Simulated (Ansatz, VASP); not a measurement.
# SrCl2 in VASP and in Ansatz

```
Sr Cl
1.0
     0.00000    3.76434    3.34608
     3.76434    0.00000    3.34608
     3.76434    3.76434    0.00000
Sr Cl
1 2
Direct
  0.00000 0.00000 0.00000
  0.25000 0.25000 0.25000
  0.75000 0.75000 0.75000
```

Change from the starting cell: strain +0.080 along x and y, -0.040 along z, atoms carried along.

Alike in both runs: task single point; functional PBE; k mesh 6 × 6 × 6; occupations gaussian, width 0.05 eV; no spin polarisation.

```csv
,VASP,Ansatz
version,VASP 6.6.1,Ansatz 0.2.0
potentials or method,"VASP PAW PBE potentials, release 64 (Sr_sv, Cl), cutoff 520 eV","scalar-relativistic, plane waves, PAW"
valence electrons in the cell,24,24
```

```csv
,VASP,Ansatz,Ansatz less VASP
gap on the k mesh at the Fermi level (eV),4.22,4.22,0.000
least direct gap on the mesh (eV),4.42,4.42,-0.001
pressure (GPa),-2.2,-2.2,-0.04
"traceless stress, the component that is largest in VASP (GPa)",3.64,3.66,+0.016
```
